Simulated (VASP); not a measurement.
# HgTe (Fm-3m) in VASP: relaxation of the atoms with PBE

Aim: the relaxation of the atoms of HgTe with PBE.

Program: VASP 6.6.1. These are calculated values, not measurements. Logs are shortened: lines on timing, memory, paths and dates and some standing lists are left out, and cuts for length are marked.

### 1 The cell of the first run

It takes space group Fm-3m (No. 225, cubic). Conventional cell: a = 6.360 Å, b = 6.360 Å, c = 6.360 Å, α = 90.00°, β = 90.00°, γ = 90.00°. Hg (site symmetry m-3m) has 6 Te at 3.18 Å within 4.2 Å. Within 4.2 Å of Te (site symmetry m-3m) lie 6 Hg at 3.18 Å.

### 2 Relaxation of the atoms, PBE

The input, INCAR:

```
SYSTEM = HgTe
ALGO     = Normal         ! electronic algorithm
EDIFF    = 1E-6           ! SCF threshold, eV
EDIFFG   = -0.02          ! ionic threshold
ENCUT    = 520            ! plane-wave cutoff, eV
GGA      = PE             ! functional
IBRION   = 2              ! ionic algorithm
ISIF     = 2              ! what is computed and relaxed
ISMEAR   = -1             ! smearing method
LASPH    = .TRUE.         ! aspherical terms in the spheres
LCHARG   = .FALSE.        ! write CHGCAR
LREAL    = .FALSE.        ! projectors in reciprocal space
LWAVE    = .FALSE.        ! write WAVECAR
NELM     = 80             ! most SCF steps
NSW      = 80             ! ionic steps
PREC     = Accurate       ! precision mode
SIGMA    = 0.02           ! smearing width, eV
```

The input, KPOINTS:

```
k-points
0
G
  8 8 8
  0 0 0
```

The input, POSCAR:

```
HgTe
1.0
    0.0000000000      3.1800000000      3.1800000000
    3.1800000000      0.0000000000      3.1800000000
    3.1800000000      3.1800000000      0.0000000000
Hg Te
1 1
Direct
    0.0000000000      0.0000000000      0.0000000000
    0.5000000000      0.5000000000      0.5000000000
```

Potentials or basis: VASP PAW PBE potentials, release 64 (Hg, Te).

Run with:

```console
$ cat potpaw_PBE.64/Hg/POTCAR potpaw_PBE.64/Te/POTCAR > POTCAR
$ mpirun -np 1 vasp_std > vasp.out
```

OUTCAR:

```text
SYSTEM = HgTe
   EDIFF = 1E-6
   EDIFFG = -0.02
   ENCUT = 520
   GGA = PE
   IBRION = 2
   ISIF = 2
   ISMEAR = -1
   LASPH = .TRUE.
   LREAL = .FALSE.
   NELM = 80
   NSW = 80
   PREC = Accurate

 ion  position               nearest neighbor table
   1  0.000  0.000  0.000-   2 3.18   2 3.18   2 3.18   2 3.18   2 3.18   2 3.18
   2  0.500  0.500  0.500-   1 3.18   1 3.18   1 3.18   1 3.18   1 3.18   1 3.18

  LATTYP: Found a face centered cubic cell.
 ALAT       =     6.3600000000

  Lattice vectors:

 A1 = (   0.0000000000,   3.1800000000,   3.1800000000)
 A2 = (   3.1800000000,   0.0000000000,   3.1800000000)
 A3 = (   3.1800000000,   3.1800000000,   0.0000000000)

Analysis of symmetry for initial positions (statically):
=====================================================================
 Subroutine PRICEL returns:
 Original cell was already a primitive cell.

 Routine SETGRP: Setting up the symmetry group for a
 face centered cubic supercell.

 Subroutine GETGRP returns: Found 48 space group operations
 (whereof 48 operations were pure point group operations)
 out of a pool of 48 trial point group operations.

The static configuration has the point symmetry O_h .

Analysis of symmetry for dynamics (positions and initial velocities):
=====================================================================
 Subroutine PRICEL returns:
 Original cell was already a primitive cell.

 Routine SETGRP: Setting up the symmetry group for a
 face centered cubic supercell.

 Subroutine GETGRP returns: Found 48 space group operations
 (whereof 48 operations were pure point group operations)
 out of a pool of 48 trial point group operations.

The dynamic configuration has the point symmetry O_h .

 Subroutine INISYM returns: Found 48 space group operations
 (whereof 48 operations are pure point group operations),
 and found     1 'primitive' translations

----------------------------------------------------------------------------------------

                                     Primitive cell

  volume of cell :      64.3149

  direct lattice vectors                    reciprocal lattice vectors
     0.000000000  3.180000000  3.180000000    -0.157232704  0.157232704  0.157232704
     3.180000000  0.000000000  3.180000000     0.157232704 -0.157232704  0.157232704
     3.180000000  3.180000000  0.000000000     0.157232704  0.157232704 -0.157232704

  length of vectors
     4.497199128  4.497199128  4.497199128     0.272335033  0.272335033  0.272335033

  position of ions in fractional coordinates (direct lattice)
[... 92 lines left out ...]
   EMIN   =  10.00;   EMAX   =-10.00  energy-range for DOS
   EFERMI =   0.00;   METHOD = LEGACY
   ISMEAR =    -1;   SIGMA  =   0.02  broadening in eV -4-tet -1-fermi 0-gaus
   EFERMI_NEDOS =   21; number of points for ismear=-14 and -15
   IALGO  =     38    algorithm
   IMIX   =      4    mixing-type and parameters
     AMIX     =   0.40;   BMIX     =  1.00
     AMIX_MAG =   1.60;   BMIX_MAG =  1.00
  volume/ion in A,a.u.               =      32.16       217.01
  Fermi-wavevector in a.u.,A,eV,Ry     =   1.070850  2.023613 15.602062  1.146719
  Thomas-Fermi vector in A             =   2.206572
   LORBIT       =      0    0 simple, 1 ext, 2 COOP (PROOUT), +10 PAW based schemes
   GGA     = PE    functional components
   LHFCALC =     F    Hartree Fock is set to
   AEXX    =    0.0000 exact exchange contribution
   IVDW    =     0    specifies the selected vdW correction
   LEPSILON=     F    determine dielectric tensor
   LRPA    =     F    only Hartree local field effects (RPA)
 conjugate gradient relaxation of ions
 non-spin polarized calculation
  energy-cutoff  :      520.00
  volume of cell :       64.31
 maximum number of plane-waves:      1759
 NGX is ok and might be reduce to    36
   NGX = 17   NGY = 17   NGZ = 17

 number of electron      17.9999998 magnetization

 Free energy of the ion-electron system (eV)
  ---------------------------------------------------
  ext. energy  EPLUGINS =         0.00000000
  ---------------------------------------------------
  free energy    TOTEN  =        -3.26230771 eV

  energy without entropy =       -3.25877103  energy(sigma->0) =       -3.26053937

 E-fermi :   3.1582     XC(G=0):  -9.2797

 val. band max:        3.1567749325   @ k =  -0.3750   0.3750   0.0000
 cond. band min:       3.1823508462   @ k =  -0.3750   0.1250   0.0000
 fundamental gap:      0.0255759137
 Fermi energy:         3.1582134849

 k-point     1 :       0.0000    0.0000    0.0000
  band No.  band energies     occupation
      1      -8.1550      2.00000
      2      -3.2143      2.00000
      3      -3.2143      2.00000
      4      -3.1655      2.00000
      5      -3.1655      2.00000
      6      -3.1655      2.00000
      7       1.6966      2.00000
      8       2.5603      2.00000
      9       2.5603      2.00000
     10       2.5603      2.00000
     11      10.5483      0.00000
     12      10.5488      0.00000
     13      10.5513      0.00000
[... 354 lines left out ...]
  band No.  band energies     occupation
      1      -7.2708      2.00000
      2      -3.4017      2.00000
      3      -3.2576      2.00000
      4      -3.2352      2.00000
      5      -3.0369      2.00000
      6      -3.0125      2.00000
      7      -1.5719      2.00000
      8       1.5706      2.00000
      9       2.1313      2.00000
     10       4.7131      0.00000
     11       6.9683      0.00000
     12       8.8458      0.00000
     13       9.6001      0.00000

 [... further k-points ...]

------------------------ aborting loop because EDIFF is reached ----------------------------------------

  FORCE on cell =-STRESS in cart. coord.  units (eV):
  Direction    XX          YY          ZZ          XY          YZ          ZX
  --------------------------------------------------------------------------------------
  -------------------------------------------------------------------------------------
  Total       -1.4145591     -1.4145591     -1.4145591      0.0000000      0.0000000      0.0000000
  in kB      -35.2387360    -35.2387360    -35.2387360      0.0000000      0.0000000      0.0000000
  external PRESSURE =     -35.2387360 kB  Pullay stress =       0.0000000 kB

 VOLUME and BASIS-vectors are now :
 -----------------------------------------------------------------------------
  energy-cutoff  :      520.00
  volume of cell :       64.31
      direct lattice vectors                 reciprocal lattice vectors
     0.000000000  3.180000000  3.180000000    -0.157232704  0.157232704  0.157232704
     3.180000000  0.000000000  3.180000000     0.157232704 -0.157232704  0.157232704
     3.180000000  3.180000000  0.000000000     0.157232704  0.157232704 -0.157232704

 POSITION                                       TOTAL-FORCE (eV/Angst)
 -----------------------------------------------------------------------------------
      0.00000      0.00000      0.00000        -0.000000      0.000000      0.000000
      3.18000      3.18000      3.18000         0.000000     -0.000000     -0.000000
 -----------------------------------------------------------------------------------
    total drift:                               -0.000000      0.000000      0.000000

  FREE ENERGIE OF THE ION-ELECTRON SYSTEM (eV)
  ---------------------------------------------------
  free  energy   TOTEN  =        -3.2623077124 eV

  energy  without entropy=       -3.2587710259  energy(sigma->0) =       -3.26053937

 reached required accuracy - stopping structural energy minimisation
```

CONTCAR:

```text
HgTe
   1.00000000000000
     0.0000000000000000    3.1800000000000002    3.1800000000000002
     3.1800000000000002    0.0000000000000000    3.1800000000000002
     3.1800000000000002    3.1800000000000002    0.0000000000000000
  Hg              Te
     1     1
Direct
     0.0000000000000000    0.0000000000000000    0.0000000000000000
     0.5000000000000000    0.5000000000000000    0.5000000000000000

  0.00000000E+00  0.00000000E+00  0.00000000E+00
  0.00000000E+00  0.00000000E+00  0.00000000E+00
```

Run time: 15 s. Hardware: 1 thread of Intel Xeon Platinum 8488C (Sapphire Rapids), shared host; peak memory 0.21 GiB.

What came out:

```yaml
Free_energy: -3.2623 eV
Pressure_after_relaxing: -3.5 GPa
Band_gap_on_the_k_mesh: zero (band 9 reaches 3.26 eV, above the bottom of band 10 at 1.29 eV)
```

Final structure:
```
Hg Te
1.0
     0.00000    3.18000    3.18000
     3.18000    0.00000    3.18000
     3.18000    3.18000    0.00000
Hg Te
1 1
Direct
  0.00000 0.00000 0.00000
  0.50000 0.50000 0.50000
```

Levels at points of the mesh, in eV from the Fermi level:
```
           k point  band 5  band 6  band 7  band 8  band 9  band 10  band 11  band 12  band 13
(0.00, 0.00, 0.00)   -6.32   -6.32   -1.46   -0.60   -0.60    -0.60     7.39     7.39     7.39
(0.50, 0.00, 0.00)   -6.21   -6.21   -5.04    0.10    0.10     2.70     2.99     4.05     4.05
(0.50, 0.50, 0.00)   -6.16   -5.77   -3.54   -2.63   -1.87    -1.87     4.96     8.41     8.41
```

Caveat: the relaxation stopped at its first step, so nothing moved; spin-orbit coupling is left out, which moves the levels of the heavy elements.
